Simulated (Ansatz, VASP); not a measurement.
Two plane-wave programs on Pt

INCAR

```
SYSTEM = Pt
PREC = Accurate ; ENCUT = 520
EDIFF = 1E-7 ; ISMEAR = 0
SIGMA = 0.15 ; LREAL = .False.
LASPH = .True. ; NELM = 80
ALGO = Fast ; ISIF = 2
LWAVE = .False. ; LCHARG = .False.
GGA = PE ; NBANDS = 11
```

File KPOINTS:

```
Automatic mesh
0
Gamma
  22 22 22
  0 0 0
```

The input POSCAR:

```
Pt
1.0
    0.0000000000      2.3164515388      1.4575113082
    2.3164515388      0.0000000000      1.4575113082
    2.3164515388      2.3164515388      0.0000000000
Pt
1
Direct
    0.0000000000      0.0000000000      0.0000000000
```

Input for Ansatz:

```yaml
crystal:
  lattice:
    - [0.0, 2.3164515388, 1.4575113082]
    - [2.3164515388, 0.0, 1.4575113082]
    - [2.3164515388, 2.3164515388, 0.0]
  atoms:
    - { symbol: Pt, position: [0.0, 0.0, 0.0] }
basis:
  ecutwfc: 420
kpoints:
  mp_grid: { grid: [22, 22, 22] }
hamiltonian:
  xc: pbe
  pseudopotentials: { kind: paw, azcp: { folder: soft_1 } }
scf:
  occupations: { method: gaussian, width: 0.15 }
output:
  forces: true
  stress: true
  eigenvalues: true
```

Alike in both runs: task single point; functional PBE; k mesh 22 × 22 × 22; occupations gaussian, width 0.15 eV; no spin polarisation.

```csv
,VASP,Ansatz
version,VASP 6.6.1,Ansatz 0.2.0
potentials or method,"VASP PAW PBE potentials, release 64 (Pt), cutoff 520 eV","scalar-relativistic, plane waves, PAW"
valence electrons in the cell,10,18
```

|  | VASP | Ansatz | Ansatz less VASP |
| --- | --- | --- | --- |
| gap on the k mesh at the Fermi level (eV) | none | none | - |
| pressure (GPa) | 1.8 | 2.3 | +0.46 |
| traceless stress, the component that is largest in VASP (GPa) | -6.89 | -6.97 | -0.082 |

A gap of «none» marks a metal or a gap that the smearing closes. VASP's potentials hold 10 valence electrons a cell and Ansatz's 18, so a difference there can come from the potentials and not from the codes.

Neither program's run includes spin-orbit coupling.
